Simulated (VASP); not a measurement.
# MgO (P6_3mc) in VASP: further runs

Runs on MgO. Level: PBE. Tasks: single point.

Program: VASP 6.6.1. These are calculated values, not measurements. Logs are shortened: lines on timing, memory, paths and dates and some standing lists are left out, and cuts for length are marked.

## 1. The cell of the first run

The structure is hexagonal, space group P6_3mc (No. 186). Conventional cell: a = 3.288 Å, b = 3.288 Å, c = 5.034 Å, α = 90.00°, β = 90.00°, γ = 120.00°. Within 2.6 Å of Mg (site symmetry 3m) lie 4 O at 1.97 to 1.99 Å. O (site symmetry 3m) has 4 Mg at 1.97 to 1.99 Å within 2.6 Å.

## 2. Single point, PBE

INCAR reads:

```
SYSTEM = MgO
PREC = Accurate ; ENCUT = 520
EDIFF = 1E-6 ; ISMEAR = -1
SIGMA = 0.02 ; LREAL = .False.
LASPH = .True. ; NELM = 100
ALGO = Normal ; ISIF = 2
LWAVE = .False. ; LCHARG = .True.
GGA = PE ; LELF = .True.
LVHAR = .True. ; NBANDS = 16
```

KPOINTS reads:

```
Automatic mesh
0
Gamma
  12 12 6
  0 0 0
```

POSCAR reads:

```
MgO
1.0
    3.2882172281      0.0000000000      0.0000000000
   -1.6441086140      2.8476796527      0.0000000000
    0.0000000000      0.0000000000      5.0343662748
Mg O
2 2
Direct
    0.3333333333      0.6666666667     -0.0098385227
    0.6666666667      0.3333333333      0.4901614773
    0.3333333333      0.6666666667      0.3848385227
    0.6666666667      0.3333333333      0.8848385227
```

Potentials or basis: VASP PAW PBE potentials, release 64 (Mg, O).

Launch:

```sh
$ cat potpaw_PBE.64/Mg/POTCAR potpaw_PBE.64/O/POTCAR > POTCAR
$ mpirun -np 1 vasp_std > vasp.out
```

OUTCAR:

```text
SYSTEM = MgO
   PREC = Accurate
   ENCUT = 520
   EDIFF = 1E-6
   ISMEAR = -1
   LREAL = .False.
   LASPH = .True.
   NELM = 100
   ISIF = 2
   GGA = PE

 ion  position               nearest neighbor table
   1  0.333  0.667  0.990-   4 1.97   4 1.97   4 1.97   3 1.99   2 3.15   2 3.15   2 3.15   2 3.15
                             2 3.15   2 3.15
   2  0.667  0.333  0.490-   3 1.97   3 1.97   3 1.97   4 1.99   1 3.15   1 3.15   1 3.15   1 3.15
                             1 3.15   1 3.15
   3  0.333  0.667  0.385-   2 1.97   2 1.97   2 1.97   1 1.99
   4  0.667  0.333  0.885-   1 1.97   1 1.97   1 1.97   2 1.99

  LATTYP: Found a hexagonal cell.
 ALAT       =     3.2882172281
 C/A-ratio  =     1.5310321446

  Lattice vectors:

 A1 = (   3.2882172281,   0.0000000000,   0.0000000000)
 A2 = (  -1.6441086140,   2.8476796527,   0.0000000000)
 A3 = (   0.0000000000,   0.0000000000,   5.0343662748)

Analysis of symmetry for initial positions (statically):
=====================================================================
 Subroutine PRICEL returns:
 Original cell was already a primitive cell.

 Routine SETGRP: Setting up the symmetry group for a
 hexagonal supercell.

 Subroutine GETGRP returns: Found 12 space group operations
 (whereof  6 operations were pure point group operations)
 out of a pool of 24 trial point group operations.

The static configuration has the point symmetry C_3v.
 The point group associated with its full space group is C_6v.

Analysis of symmetry for dynamics (positions and initial velocities):
=====================================================================
 Subroutine PRICEL returns:
 Original cell was already a primitive cell.

 Routine SETGRP: Setting up the symmetry group for a
 hexagonal supercell.

 Subroutine GETGRP returns: Found 12 space group operations
 (whereof  6 operations were pure point group operations)
 out of a pool of 24 trial point group operations.

The dynamic configuration has the point symmetry C_3v.
 The point group associated with its full space group is C_6v.

 Subroutine INISYM returns: Found 12 space group operations
 (whereof  6 operations are pure point group operations),
 and found     1 'primitive' translations

----------------------------------------------------------------------------------------

                                     Primitive cell

  volume of cell :      47.1407

  direct lattice vectors                    reciprocal lattice vectors
     3.288217228  0.000000000  0.000000000     0.304116161  0.175581547  0.000000000
    -1.644108614  2.847679653  0.000000000     0.000000000  0.351163095  0.000000000
     0.000000000  0.000000000  5.034366275     0.000000000  0.000000000  0.198634733

  length of vectors
     3.288217228  3.288217228  5.034366275     0.351163095  0.351163095  0.198634733

  position of ions in fractional coordinates (direct lattice)
     0.333333333  0.666666667  0.990161477
     0.666666667  0.333333333  0.490161477
     0.333333333  0.666666667  0.384838523
     0.666666667  0.333333333  0.884838523

  ion indices of the primitive-cell ions
   primitive index   ion index
                 1           1
                 2           2
                 3           3
                 4           4

----------------------------------------------------------------------------------------

 KPOINTS: Automatic mesh

Automatic generation of k-mesh.
 Grid dimensions read from file:
 generate k-points for:   12   12    6

 Generating k-lattice:

  Cartesian coordinates                     Fractional coordinates (reciprocal lattice)
     0.025343013  0.014631796  0.000000000     0.083333333 -0.000000000  0.000000000
     0.000000000  0.029263591  0.000000000     0.000000000  0.083333333  0.000000000
     0.000000000  0.000000000  0.033105789     0.000000000  0.000000000  0.166666667

  Length of vectors
     0.029263591  0.029263591  0.033105789

  Shift w.r.t. Gamma in fractional coordinates (k-lattice)
     0.000000000  0.000000000  0.000000000

 Subroutine IBZKPT returns following result:
 ===========================================

 Found     76 irreducible k-points:

 Following reciprocal coordinates:
            Coordinates               Weight
  0.000000  0.000000  0.000000      1.000000
  0.083333  0.000000  0.000000      6.000000
  0.166667  0.000000  0.000000      6.000000
  0.250000  0.000000  0.000000      6.000000
  0.333333 -0.000000  0.000000      6.000000
  0.416667  0.000000  0.000000      6.000000
[... 16 lines left out ...]
  0.250000  0.000000  0.166667     12.000000
  0.333333 -0.000000  0.166667     12.000000
 [... further k-points ...]
   k-points           NKPTS =     76   k-points in BZ     NKDIM =     76   number of bands    NBANDS=     16
   number of dos      NEDOS =    301   number of ions     NIONS =      4
   total plane-waves  NPLWV =  23040
   dimension x,y,z NGX =    24 NGY =   24 NGZ =   40
[... 31 lines left out ...]
   IALGO  =     38    algorithm
   IMIX   =      4    mixing-type and parameters
     AMIX     =   0.40;   BMIX     =  1.00
     AMIX_MAG =   1.60;   BMIX_MAG =  1.00
  volume/ion in A,a.u.               =      11.79        79.53
  Fermi-wavevector in a.u.,A,eV,Ry     =   1.141956  2.157984 17.742859  1.304063
  Thomas-Fermi vector in A             =   2.278655
   LORBIT       =      0    0 simple, 1 ext, 2 COOP (PROOUT), +10 PAW based schemes
   GGA     = PE    functional components
[... 5 lines left out ...]
 non-spin polarized calculation
  energy-cutoff  :      520.00
  volume of cell :       47.14
 maximum number of plane-waves:      1288
   NGX = 13   NGY = 13   NGZ = 19

 number of electron      16.0000010 magnetization

 Free energy of the ion-electron system (eV)
  ---------------------------------------------------
  ext. energy  EPLUGINS =         0.00000000
  ---------------------------------------------------
  free energy    TOTEN  =       -23.51867135 eV

  energy without entropy =      -23.51867135  energy(sigma->0) =      -23.51867135

 E-fermi :   1.4832     XC(G=0):  -9.7487

 val. band max:        1.0980544293   @ k =   0.0000   0.0000   0.0000
 cond. band min:       4.6374741779   @ k =   0.0000   0.0000   0.0000
 fundamental gap:      3.5394197486
 Fermi energy:         1.4832172071

 k-point     1 :       0.0000    0.0000    0.0000
  band No.  band energies     occupation
      1     -15.1152      2.00000
      2     -14.3288      2.00000
      3      -2.1516      2.00000
      4       0.4209      2.00000
      5       0.4209      2.00000
      6       0.7336      2.00000
[... 8 lines left out ...]
     15      17.7387      0.00000
     16      17.7387      0.00000

 k-point     2 :       0.0833    0.0000    0.0000
  band No.  band energies     occupation
      1     -15.0799      2.00000
      2     -14.3158      2.00000
      3      -2.0828      2.00000
      4       0.2488      2.00000
      5       0.3727      2.00000
      6       0.4992      2.00000
[... 8 lines left out ...]
     15      17.7487      0.00000
     16      17.9038      0.00000

 k-point     3 :       0.1667    0.0000    0.0000
  band No.  band energies     occupation
      1     -14.9799      2.00000
      2     -14.2826      2.00000
      3      -1.8833      2.00000
      4      -0.2724      2.00000
      5       0.0777      2.00000
      6       0.2577      2.00000
[... 8 lines left out ...]
     15      16.7933      0.00000
     16      17.1145      0.00000

 k-point     4 :       0.2500    0.0000    0.0000
  band No.  band energies     occupation
      1     -14.8334      2.00000
      2     -14.2431      2.00000
      3      -1.5761      2.00000
      4      -0.9117      2.00000
      5      -0.3481      2.00000
      6       0.1221      2.00000
[... 8 lines left out ...]
     15      16.0712      0.00000
     16      16.6535      0.00000
[... 324 lines left out ...]
 k-point    22 :       0.1667    0.0000    0.1667
  band No.  band energies     occupation
      1     -14.9355      2.00000
      2     -14.3319      2.00000
      3      -1.7885      2.00000
      4      -0.3110      2.00000
      5       0.0308      2.00000
      6       0.2875      2.00000
[... 8 lines left out ...]
     15      16.8466      0.00000
     16      16.9510      0.00000

 k-point    23 :       0.2500    0.0000    0.1667
  band No.  band energies     occupation
      1     -14.7950      2.00000
      2     -14.2838      2.00000
      3      -1.5960      2.00000
      4      -0.8916      2.00000
      5      -0.3373      2.00000
      6       0.1583      2.00000
[... 8 lines left out ...]
     15      16.0955      0.00000
     16      16.6572      0.00000

 k-point    24 :       0.3333   -0.0000    0.1667
  band No.  band energies     occupation
      1     -14.6390      2.00000
      2     -14.2460      2.00000
      3      -1.6442      2.00000
      4      -1.1764      2.00000
      5      -0.5684      2.00000
      6       0.0416      2.00000
[... 8 lines left out ...]
     15      15.7154      0.00000
     16      16.8403      0.00000

 [... further k-points ...]
[... 5 lines left out ...]
  --------------------------------------------------------------------------------------
  -------------------------------------------------------------------------------------
  Total        1.0363492      1.0363492      1.0182447      0.0000000      0.0000000      0.0000000
  in kB       35.2225055     35.2225055     34.6071870      0.0000000      0.0000000      0.0000000
  external PRESSURE =      35.0173993 kB  Pullay stress =       0.0000000 kB

 VOLUME and BASIS-vectors are now :
 -----------------------------------------------------------------------------
  energy-cutoff  :      520.00
  volume of cell :       47.14
      direct lattice vectors                 reciprocal lattice vectors
     3.288217228  0.000000000  0.000000000     0.304116161  0.175581547  0.000000000
    -1.644108614  2.847679653  0.000000000     0.000000000  0.351163095  0.000000000
     0.000000000  0.000000000  5.034366275     0.000000000  0.000000000  0.198634733

 POSITION                                       TOTAL-FORCE (eV/Angst)
 -----------------------------------------------------------------------------------
     -0.00000      1.89845      4.98484        -0.000000     -0.000000     -0.015069
      1.64411      0.94923      2.46765        -0.000000      0.000000     -0.015069
     -0.00000      1.89845      1.93742         0.000000      0.000000      0.015069
      1.64411      0.94923      4.45460         0.000000     -0.000000      0.015069
 -----------------------------------------------------------------------------------
    total drift:                               -0.000000     -0.000000      0.002328

  FREE ENERGIE OF THE ION-ELECTRON SYSTEM (eV)
  ---------------------------------------------------
  free  energy   TOTEN  =       -23.5186713473 eV

  energy  without entropy=      -23.5186713473  energy(sigma->0) =      -23.51867135
```

Run time: 33 s. Hardware: 1 thread of Intel Xeon Platinum 8259CL at 2.50GHz (Skylake/Cascade Lake), shared host; peak memory 0.19 GiB.

What came out:

```yaml
Free_energy: -23.5187 eV
Pressure: 3.5 GPa
Largest_force: 0.015 eV/Å
Band_gap_on_the_k_mesh: 3.54 eV, direct
```

Forces on the atoms (eV/Å):
```
Mg   0.000  0.000 -0.015
Mg   0.000  0.000 -0.015
O    0.000  0.000  0.015
O    0.000  0.000  0.015
```

## 3. Single point, PBE (strain +1.0%)

INCAR reads:

```
SYSTEM = MgO
PREC = Accurate
ENCUT = 520
EDIFF = 1E-6
ISMEAR = -1
SIGMA = 0.02
LREAL = .False.
LASPH = .True.
NELM = 60
ALGO = Normal
ISIF = 2
LWAVE = .False.
LCHARG = .False.
GGA = PE
NBANDS = 16
```

KPOINTS reads:

```
regular mesh
0
Gamma
  12 12 6
  0 0 0
```

POSCAR reads:

```
MgO
1.0
    3.3210994004      0.0000000000      0.0000000000
   -1.6605497002      2.8761564492      0.0000000000
    0.0000000000      0.0000000000      5.0847099375
Mg O
2 2
Direct
    0.3333333333      0.6666666667     -0.0095101543
    0.6666666667      0.3333333333      0.4904898457
    0.3333333333      0.6666666667      0.3845101543
    0.6666666667      0.3333333333      0.8845101543
```

Potentials or basis: VASP PAW PBE potentials, release 64 (Mg, O).

Launch:

```sh
$ cat potpaw_PBE.64/Mg/POTCAR potpaw_PBE.64/O/POTCAR > POTCAR
$ mpirun -np 1 vasp_std > vasp.out
```

It took 53 s on 1 thread of Intel Xeon Platinum 8259CL at 2.50GHz (Skylake/Cascade Lake), shared host; peak memory 0.21 GiB.

The run converged. Its results:

- Free energy: -23.5346 eV
- Pressure: -0.2 GPa
- Largest force: 0.014 eV/Å
- Band gap on the k mesh: 3.38 eV, direct

Forces in eV/Å, atoms in the order of the input:
```
Mg   0.000  0.000 -0.014
Mg   0.000  0.000 -0.014
O    0.000  0.000  0.014
O    0.000  0.000  0.014
```

Stress tensor (GPa, compression positive):
```
-0.39  0.00  0.00
 0.00 -0.39  0.00
 0.00  0.00  0.32
```

Levels at points of the mesh, in eV from the valence-band top:
```tsv
k point	band 6	band 7	band 8	band 9	band 10	band 11
(0.00, 0.00, 0.00)	-0.35	-0.35	0.00	3.38	8.35	10.08
(0.50, 0.00, 0.00)	-1.18	-0.77	-0.45	7.74	7.95	9.09
(0.00, 0.00, 0.50)	-0.50	-0.50	-0.50	5.84	5.84	12.94
(0.50, 0.00, 0.50)	-0.83	-0.67	-0.67	7.31	7.31	10.63
```

Caveat: the cell differs from its parent crystal (strain +1.0%). A k mesh can miss the band edges.

## 4. Single point, PBE (strain +2.0%)

INCAR reads:

```
SYSTEM = MgO
PREC = Accurate
ENCUT = 520
EDIFF = 1E-6
ISMEAR = -1
SIGMA = 0.02
LREAL = .FALSE.
LASPH = .TRUE.
NELM = 100
ALGO = Normal
ISIF = 2
LWAVE = .FALSE.
LCHARG = .TRUE.
GGA = PE
LELF = .TRUE.
LVHAR = .TRUE.
NBANDS = 16
```

KPOINTS reads:

```
regular mesh
0
G
  12 12 6
  0 0 0
```

POSCAR reads:

```
MgO
1.0
    3.3539815726      0.0000000000      0.0000000000
   -1.6769907863      2.9046332457      0.0000000000
    0.0000000000      0.0000000000      5.1350536003
Mg O
2 2
Direct
    0.3333333333      0.6666666667     -0.0091202471
    0.6666666667      0.3333333333      0.4908797529
    0.3333333333      0.6666666667      0.3841202471
    0.6666666667      0.3333333333      0.8841202471
```

Launch:

```sh
$ cat potpaw_PBE.64/Mg/POTCAR potpaw_PBE.64/O/POTCAR > POTCAR
$ mpirun -np 1 vasp_std > vasp.out
```

Run time: 58 s. Hardware: 1 thread of Intel Xeon Platinum 8259CL at 2.50GHz (Skylake/Cascade Lake), shared host; peak memory 0.21 GiB.

Results (log left out):

* Free energy: -23.5193 eV
* Pressure: -3.4 GPa
* Largest force: 0.015 eV/Å
* Band gap on the k mesh: 3.23 eV, direct

Forces on the atoms (eV/Å):
```
Mg   0.000  0.000 -0.015
Mg   0.000  0.000 -0.015
O    0.000  0.000  0.015
O    0.000  0.000  0.015
```

Stress tensor (GPa, compression positive):
```
-3.84  0.00  0.00
 0.00 -3.84  0.00
 0.00  0.00 -2.47
```

Levels at points of the mesh, in eV from the valence-band top:
```tsv
k point	band 5	band 6	band 7	band 8	band 9	band 10	band 11	band 12
(0.00, 0.00, 0.00)	-0.63	-0.33	-0.33	0.00	3.23	8.13	9.85	13.86
(0.50, 0.00, 0.00)	-1.61	-1.14	-0.74	-0.43	7.62	7.81	8.90	10.38
(0.00, 0.00, 0.50)	-0.48	-0.48	-0.48	-0.48	5.66	5.66	12.69	12.69
(0.50, 0.00, 0.50)	-0.81	-0.81	-0.65	-0.65	7.19	7.19	10.40	10.40
```

Caveat: the cell differs from its parent crystal (strain +2.0%).

## 5. Single point, PBE (strain +3.0%)

INCAR reads:

```
ALGO = Normal
EDIFF = 1E-6
ENCUT = 520
GGA = PE
ISIF = 2
ISMEAR = -1
LASPH = T
LCHARG = F
LREAL = F
LWAVE = F
NBANDS = 16
NELM = 80
PREC = Accurate
SIGMA = 0.02
```

KPOINTS reads:

```
k-points
0
Gamma
  12 12 6
```

POSCAR reads:

```
MgO
1.0
    3.3868637449      0.0000000000      0.0000000000
   -1.6934318725      2.9331100423      0.0000000000
    0.0000000000      0.0000000000      5.1853972630
Mg O
2 2
Direct
    0.3333333333      0.6666666667     -0.0086890223
    0.6666666667      0.3333333333      0.4913109777
    0.3333333333      0.6666666667      0.3836890223
    0.6666666667      0.3333333333      0.8836890223
```

Launch:

```sh
$ cat potpaw_PBE.64/Mg/POTCAR potpaw_PBE.64/O/POTCAR > POTCAR
$ mpirun -np 1 vasp_std > vasp.out
```

It took 54 s on 1 thread of Intel Xeon Platinum 8259CL at 2.50GHz (Skylake/Cascade Lake), shared host; peak memory 0.21 GiB.

It converged, with:

```yaml
Free_energy: -23.4757 eV
Pressure: -6.2 GPa
Largest_force: 0.017 eV/Å
Band_gap_on_the_k_mesh: 3.09 eV, direct
```

Forces in eV/Å, atoms in the order of the input:
```
Mg   0.000  0.000 -0.017
Mg   0.000  0.000 -0.017
O    0.000  0.000  0.017
O    0.000  0.000  0.017
```

Stress tensor (GPa, compression positive):
```
-6.85  0.00  0.00
 0.00 -6.85  0.00
 0.00  0.00 -4.92
```

Levels at points of the mesh, in eV from the valence-band top:
```tsv
k point	band 4	band 5	band 6	band 7	band 8	band 9	band 10	band 11	band 12	band 13
(0.00, 0.00, 0.00)	-0.61	-0.61	-0.31	-0.31	0.00	3.09	7.92	9.64	13.65	13.65
(0.50, 0.00, 0.00)	-2.01	-1.56	-1.11	-0.72	-0.42	7.50	7.67	8.72	10.19	12.36
(0.00, 0.00, 0.50)	-1.85	-0.46	-0.46	-0.46	-0.46	5.49	5.49	12.45	12.45	14.08
(0.50, 0.00, 0.50)	-2.84	-0.78	-0.78	-0.63	-0.63	7.07	7.07	10.17	10.17	12.85
```

Caveat: the cell differs from its parent crystal (strain +3.0%). A k mesh can miss the band edges.

## 6. Single point, PBE (strain +4.0%)

INCAR reads:

```
SYSTEM = MgO
  PREC = Accurate
  ENCUT = 520
  EDIFF = 1E-6
  ISMEAR = -1
  SIGMA = 0.02
  LREAL = .False.
  LASPH = .True.
  NELM = 60
  ALGO = Normal
  ISIF = 2
  LWAVE = .False.
  LCHARG = .False.
  GGA = PE
  NBANDS = 16
```

KPOINTS reads:

```
regular mesh
0
Gamma
  12 12 6
  0 0 0
```

POSCAR reads:

```
MgO
1.0
    3.4197459172      0.0000000000      0.0000000000
   -1.7098729586      2.9615868388      0.0000000000
    0.0000000000      0.0000000000      5.2357409258
Mg O
2 2
Direct
    0.3333333333      0.6666666667     -0.0082106974
    0.6666666667      0.3333333333      0.4917893026
    0.3333333333      0.6666666667      0.3832106974
    0.6666666667      0.3333333333      0.8832106974
```

Potentials or basis: VASP PAW PBE potentials, release 64 (Mg, O).

Launch:

```sh
$ cat potpaw_PBE.64/Mg/POTCAR potpaw_PBE.64/O/POTCAR > POTCAR
$ mpirun -np 1 vasp_std > vasp.out
```

Wall time 54 s (1 thread of Intel Xeon Platinum 8259CL at 2.50GHz (Skylake/Cascade Lake), shared host); peak memory 0.21 GiB.

It converged, with:

```
Free energy            : -23.4063 eV
Pressure               : -8.7 GPa
Largest force          : 0.018 eV/Å
Band gap on the k mesh : 2.95 eV, direct
```

Forces on the atoms (eV/Å):
```
Mg   0.000  0.000 -0.018
Mg   0.000  0.000 -0.018
O    0.000  0.000  0.018
O    0.000  0.000  0.018
```

Stress tensor (GPa, compression positive):
```
-9.45  0.00  0.00
 0.00 -9.45  0.00
 0.00  0.00 -7.08
```

Levels at points of the mesh, in eV from the valence-band top:
```csv
k point,band 5,band 6,band 7,band 8,band 9,band 10,band 11,band 12
"(0.00, 0.00, 0.00)",-0.59,-0.29,-0.29,0.00,2.95,7.71,9.43,13.44
"(0.50, 0.00, 0.00)",-1.51,-1.08,-0.70,-0.40,7.39,7.52,8.55,9.99
"(0.00, 0.00, 0.50)",-0.44,-0.44,-0.44,-0.44,5.32,5.32,12.21,12.21
"(0.50, 0.00, 0.50)",-0.76,-0.76,-0.61,-0.61,6.96,6.96,9.95,9.95
```

Caveat: the cell differs from its parent crystal (strain +4.0%). A k mesh can miss the band edges.

## 7. Summary

```csv
cell,gap on the mesh (eV),pressure (GPa),largest force (eV/Å)
"a = 3.288, b = 3.288, c = 5.034 Å, angles 90.0, 90.0, 120.0°, 4 atoms",3.54,3.5,0.02
"a = 3.321, b = 3.321, c = 5.085 Å, angles 90.0, 90.0, 120.0°, 4 atoms",3.38,-0.2,0.01
"a = 3.354, b = 3.354, c = 5.135 Å, angles 90.0, 90.0, 120.0°, 4 atoms",3.23,-3.4,0.02
"a = 3.387, b = 3.387, c = 5.185 Å, angles 90.0, 90.0, 120.0°, 4 atoms",3.09,-6.2,0.02
"a = 3.420, b = 3.420, c = 5.236 Å, angles 90.0, 90.0, 120.0°, 4 atoms",2.95,-8.7,0.02
```

Alike in all rows: task single point; level PBE; potentials or basis VASP PAW PBE potentials, release 64 (Mg, O); no spin polarisation; k mesh 12 × 12 × 6; cutoff (eV) 520; smearing fermi-dirac 0.02 eV.

Absolute energies hang on the potentials; compare differences alone.
